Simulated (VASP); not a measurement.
# Os in VASP: single point with PBE

Aim: the single point of Os with PBE.

Program: VASP 6.6.1. These are calculated values, not measurements. Logs are shortened: lines on timing, memory, paths and dates and some standing lists are left out, and cuts for length are marked.

**1. The cell of the first run**

The cell holds a slab with vacuum, 7 atoms: a = 2.753 Å, b = 2.753 Å, c = 28.053 Å, α = 90.00°, β = 90.00°, γ = 120.00°.

**2. Single point, PBE**

The input, INCAR:

```
SYSTEM = Os
  PREC = Accurate
  ENCUT = 520
  EDIFF = 1E-6
  ISMEAR = 0
  SIGMA = 0.1
  LREAL = .FALSE.
  LASPH = .TRUE.
  NELM = 100
  ALGO = Fast
  ISIF = 2
  LWAVE = .FALSE.
  LCHARG = .FALSE.
  LDIPOL = .TRUE.
  IDIPOL = 3
  DIPOL = 0.5 0.5 0.500
  GGA = PE
  NBANDS = 37
```

The input, KPOINTS:

```
Automatic mesh
0
G
  15 15 1
  0 0 0
```

The input, POSCAR:

```
Os
1.0
    2.7528310569      0.0000000000      0.0000000000
   -1.3764155284      2.3840216276      0.0000000000
    0.0000000000      0.0000000000     28.0528968982
Os
7
Direct
    0.3333333333      0.6666666667      0.2673520680
    0.6666666667      0.3333333333      0.3449013787
    0.3333333333      0.6666666667      0.4224506893
    0.6666666667      0.3333333333      0.5000000000
    0.3333333333      0.6666666667      0.5775493107
    0.6666666667      0.3333333333      0.6550986213
    0.3333333333      0.6666666667      0.7326479320
```

Potentials or basis: VASP PAW PBE potentials, release 64 (Os).

Run with:

```console
$ cat potpaw_PBE.64/Os/POTCAR > POTCAR
$ mpirun -np 1 vasp_std > vasp.out
```

OUTCAR:

```text
SYSTEM = Os
   PREC = Accurate
   ENCUT = 520
   EDIFF = 1E-6
   ISMEAR = 0
   LREAL = .FALSE.
   LASPH = .TRUE.
   NELM = 100
   ISIF = 2
   GGA = PE

 ion  position               nearest neighbor table
   1  0.333  0.667  0.267-   2 2.69   2 2.69   2 2.69
   2  0.667  0.333  0.345-   3 2.69   3 2.69   3 2.69   1 2.69   1 2.69   1 2.69
   3  0.333  0.667  0.422-   2 2.69   2 2.69   2 2.69   4 2.69   4 2.69   4 2.69
   4  0.667  0.333  0.500-   3 2.69   5 2.69   3 2.69   5 2.69   3 2.69   5 2.69
   5  0.333  0.667  0.578-   6 2.69   6 2.69   6 2.69   4 2.69   4 2.69   4 2.69
   6  0.667  0.333  0.655-   5 2.69   5 2.69   5 2.69   7 2.69   7 2.69   7 2.69
   7  0.333  0.667  0.733-   6 2.69   6 2.69   6 2.69

  LATTYP: Found a hexagonal cell.
 ALAT       =     2.7528310569
 C/A-ratio  =    10.1905624858

  Lattice vectors:

 A1 = (   2.7528310569,   0.0000000000,   0.0000000000)
 A2 = (  -1.3764155284,   2.3840216276,   0.0000000000)
 A3 = (   0.0000000000,   0.0000000000,  28.0528968982)

Analysis of symmetry for initial positions (statically):
=====================================================================
 Subroutine PRICEL returns:
 Original cell was already a primitive cell.

 Routine SETGRP: Setting up the symmetry group for a
 hexagonal supercell.

 Subroutine GETGRP returns: Found 12 space group operations
 (whereof 12 operations were pure point group operations)
 out of a pool of 24 trial point group operations.

The static configuration has the point symmetry D_3h.

Analysis of symmetry for dynamics (positions and initial velocities):
=====================================================================
 Subroutine PRICEL returns:
 Original cell was already a primitive cell.

 Routine SETGRP: Setting up the symmetry group for a
 hexagonal supercell.

 Subroutine GETGRP returns: Found 12 space group operations
 (whereof 12 operations were pure point group operations)
 out of a pool of 24 trial point group operations.

The dynamic configuration has the point symmetry D_3h.

 Subroutine INISYM returns: Found 12 space group operations
 (whereof 12 operations are pure point group operations),
 and found     1 'primitive' translations

----------------------------------------------------------------------------------------

                                     Primitive cell

  volume of cell :     184.1058

  direct lattice vectors                    reciprocal lattice vectors
     2.752831057  0.000000000  0.000000000     0.363262394  0.209729641  0.000000000
    -1.376415528  2.384021628  0.000000000     0.000000000  0.419459282  0.000000000
     0.000000000  0.000000000 28.052896898     0.000000000  0.000000000  0.035646942

  length of vectors
     2.752831057  2.752831057 28.052896898     0.419459282  0.419459282  0.035646942

  position of ions in fractional coordinates (direct lattice)
     0.333333333  0.666666667  0.267352068
     0.666666667  0.333333333  0.344901379
     0.333333333  0.666666667  0.422450689
     0.666666667  0.333333333  0.500000000
     0.333333333  0.666666667  0.577549311
     0.666666667  0.333333333  0.655098621
     0.333333333  0.666666667  0.732647932

  ion indices of the primitive-cell ions
   primitive index   ion index
                 1           1
                 2           2
                 3           3
                 4           4
                 5           5
                 6           6
                 7           7

----------------------------------------------------------------------------------------

 KPOINTS: Automatic mesh

Automatic generation of k-mesh.
 Grid dimensions read from file:
 generate k-points for:   15   15    1

 Generating k-lattice:

  Cartesian coordinates                     Fractional coordinates (reciprocal lattice)
     0.024217493  0.013981976  0.000000000     0.066666667 -0.000000000  0.000000000
     0.000000000  0.027963952  0.000000000     0.000000000  0.066666667  0.000000000
     0.000000000  0.000000000  0.035646942     0.000000000  0.000000000  1.000000000

  Length of vectors
     0.027963952  0.027963952  0.035646942

  Shift w.r.t. Gamma in fractional coordinates (k-lattice)
     0.000000000  0.000000000  0.000000000

 Subroutine IBZKPT returns following result:
 ===========================================

 Found     27 irreducible k-points:

 Following reciprocal coordinates:
            Coordinates               Weight
  0.000000  0.000000  0.000000      1.000000
  0.066667  0.000000  0.000000      6.000000
  0.133333 -0.000000  0.000000      6.000000
  0.200000  0.000000  0.000000      6.000000
  0.266667 -0.000000  0.000000      6.000000
  0.333333  0.000000  0.000000      6.000000
[... 16 lines left out ...]
  0.333333  0.200000  0.000000     12.000000
  0.400000  0.200000  0.000000      6.000000
 [... further k-points ...]
   k-points           NKPTS =     27   k-points in BZ     NKDIM =     27   number of bands    NBANDS=     37
   number of dos      NEDOS =    301   number of ions     NIONS =      7
   total plane-waves  NPLWV =  84000
   dimension x,y,z NGX =    20 NGY =   20 NGZ =  210
   dimension x,y,z NGXF=    40 NGYF=   40 NGZF=  420
   ions per type =               7
   NGX,Y,Z   is equivalent  to a cutoff of  12.08, 12.08, 12.44 a.u.
   NGXF,Y,Z  is equivalent  to a cutoff of  24.16, 24.16, 24.89 a.u.
 SYSTEM =  Os
   PREC   = accura    normal or accurate (medium, high low for compatibility)
   ISTART =      0    job   : 0-new  1-cont  2-samecut
   ICHARG =      2    charge: 1-file 2-atom 10-const
   ISPIN  =      1    spin polarized calculation?
   LNONCOLLINEAR =      F non collinear calculations
   LSORBIT =      F    spin-orbit coupling
   LASPH  =      T    aspherical Exc in radial PAW
   ENCUT  =  520.0 eV  38.22 Ry    6.18 a.u.   5.12  5.12 52.16*2*pi/ulx,y,z
   NELM   =    100;   NELMIN=  2; NELMDL= -5     # of ELM steps
   EDIFF  = 0.1E-05   stopping-criterion for ELM
   LREAL  =      F    real-space projection
   EDIFFG = 0.1E-04   stopping-criterion for IOM
   NSW    =      0    number of steps for IOM
   IBRION =     -1    ionic relax: 0-MD 1-quasi-New 2-CG
   NFREE  =      0    steps in history (QN), initial steepest desc. (CG)
   ISIF   =      2    stress and relaxation
   ISYM   =      2    0-nonsym 1-usesym 2-fastsym
   POTIM  = 0.5000    time-step for ionic-motion
   TEBEG  =    0.0;   TEEND  =   0.0 temperature during run
   PSTRESS=    0.0 pullay stress
   NELECT =      56.0000    total number of electrons
   NUPDOWN=      -1.0000    fix difference up-down
   EMIN   =  10.00;   EMAX   =-10.00  energy-range for DOS
   EFERMI =   0.00;   METHOD = LEGACY
   ISMEAR =     0;   SIGMA  =   0.10  broadening in eV -4-tet -1-fermi 0-gaus
   EFERMI_NEDOS =   21; number of points for ismear=-14 and -15
   IALGO  =     68    algorithm
   IMIX   =      4    mixing-type and parameters
     AMIX     =   0.40;   BMIX     =  1.00
     AMIX_MAG =   1.60;   BMIX_MAG =  1.00
  volume/ion in A,a.u.               =      26.30       177.49
  Fermi-wavevector in a.u.,A,eV,Ry     =   1.100986  2.080561 16.492568  1.212170
  Thomas-Fermi vector in A             =   2.237406
   LORBIT       =      0    0 simple, 1 ext, 2 COOP (PROOUT), +10 PAW based schemes
   GGA     = PE    functional components
   LHFCALC =     F    Hartree Fock is set to
   AEXX    =    0.0000 exact exchange contribution
   IVDW    =     0    specifies the selected vdW correction
   LEPSILON=     F    determine dielectric tensor
   LRPA    =     F    only Hartree local field effects (RPA)
 non-spin polarized calculation
 RMM-DIIS sequential band-by-band and
 Gauss-broadening in eV      SIGMA  =   0.10
  energy-cutoff  :      520.00
  volume of cell :      184.11
 maximum number of plane-waves:      4990
   NGX = 11   NGY = 11   NGZ =105

 dipolmoment           0.000000      0.000000      0.000000 electrons x Angstroem

 number of electron      55.9999998 magnetization

 dipolmoment           0.000000      0.000000     -0.000000 electrons x Angstroem

 Free energy of the ion-electron system (eV)
  ---------------------------------------------------
  ext. energy  EPLUGINS =         0.00000000
  ---------------------------------------------------
  free energy    TOTEN  =       -76.24475473 eV

  energy without entropy =      -76.21370467  energy(sigma->0) =      -76.22922970

 E-fermi :   2.5384     XC(G=0):  -8.3258

 val. band max:        2.5042239325   @ k =   0.4000   0.0667   0.0000
 cond. band min:       2.5504283064   @ k =   0.2667   0.2000   0.0000
 fundamental gap:      0.0462043740
 Fermi energy:         2.5384143903

 k-point     1 :       0.0000    0.0000    0.0000
  band No.  band energies     occupation
      1      -8.0407      2.00000
      2      -7.4041      2.00000
      3      -6.4799      2.00000
      4      -5.5518      2.00000
      5      -5.1155      2.00000
      6      -4.8073      2.00000
[... 29 lines left out ...]
     36       3.4499      0.00000
     37       3.4500      0.00000

 k-point     2 :       0.0667    0.0000    0.0000
  band No.  band energies     occupation
      1      -7.8668      2.00000
      2      -7.2358      2.00000
      3      -6.3158      2.00000
      4      -5.3832      2.00000
      5      -4.9507      2.00000
      6      -4.6350      2.00000
[... 29 lines left out ...]
     36       3.4194      0.00000
     37       3.5794      0.00000
[... 838 lines left out ...]
     36       6.8364      0.00000
     37       7.0717      0.00000

 k-point    24 :       0.4000    0.2000    0.0000
  band No.  band energies     occupation
      1      -4.0727      2.00000
      2      -4.0650      2.00000
      3      -3.6989      2.00000
      4      -3.5632      2.00000
      5      -3.3347      2.00000
      6      -3.0949      2.00000
[... 29 lines left out ...]
     36       7.5312      0.00000
     37       7.8696      0.00000

 [... further k-points ...]

------------------------ aborting loop because EDIFF is reached ----------------------------------------

 vacuum level on the upper side and lower side of the slab       (xc-potential included)        -0.188        -0.188

  FORCE on cell =-STRESS in cart. coord.  units (eV):
  Direction    XX          YY          ZZ          XY          YZ          ZX
  --------------------------------------------------------------------------------------
  -------------------------------------------------------------------------------------
  Total       -5.7228097     -5.7228097     -4.4561501     -0.0000000      0.0000000      0.0000000
  in kB      -49.8026468    -49.8026468    -38.7795649     -0.0000000      0.0000000      0.0000000
  external PRESSURE =     -46.1282862 kB  Pullay stress =       0.0000000 kB

 VOLUME and BASIS-vectors are now :
 -----------------------------------------------------------------------------
  energy-cutoff  :      520.00
  volume of cell :      184.11
      direct lattice vectors                 reciprocal lattice vectors
     2.752831057  0.000000000  0.000000000     0.363262394  0.209729641  0.000000000
    -1.376415528  2.384021628  0.000000000     0.000000000  0.419459282  0.000000000
     0.000000000  0.000000000 28.052896898     0.000000000  0.000000000  0.035646942

 POSITION                                       TOTAL-FORCE (eV/Angst)
 -----------------------------------------------------------------------------------
     -0.00000      1.58935      7.50000         0.000000     -0.000000      0.977249
      1.37642      0.79467      9.67548         0.000000     -0.000000     -0.798452
     -0.00000      1.58935     11.85097        -0.000000     -0.000000     -0.332203
      1.37642      0.79467     14.02645        -0.000000     -0.000000      0.000000
     -0.00000      1.58935     16.20193        -0.000000      0.000000      0.332203
      1.37642      0.79467     18.37741         0.000000      0.000000      0.798452
     -0.00000      1.58935     20.55290         0.000000     -0.000000     -0.977249
 -----------------------------------------------------------------------------------
    total drift:                                0.000000     -0.000000     -0.000000

  FREE ENERGIE OF THE ION-ELECTRON SYSTEM (eV)
  ---------------------------------------------------
  free  energy   TOTEN  =       -76.2447547292 eV

  energy  without entropy=      -76.2137046677  energy(sigma->0) =      -76.22922970

 vacuum level on the upper side and lower side of the slab         7.790         7.790
```

It took 2.7 min on 1 thread of Intel Xeon 6975P-C (Granite Rapids), shared host; peak memory 0.35 GiB.

What came out:

| Property | Result |
| --- | --- |
| Free energy | -76.2448 eV |
| Largest force | 0.977 eV/Å |
| Band gap on the k mesh | zero (band 28 reaches 4.18 eV, above the bottom of band 29 at 1.25 eV) |

Forces in eV/Å, atoms in the order of the input:
```
Os   0.000  0.000  0.977
Os   0.000  0.000 -0.798
Os   0.000  0.000 -0.332
Os   0.000  0.000  0.000
Os   0.000  0.000  0.332
Os   0.000  0.000  0.798
Os   0.000  0.000 -0.977
```

Caveat: spin-orbit coupling is left out, which moves the levels of the heavy elements.
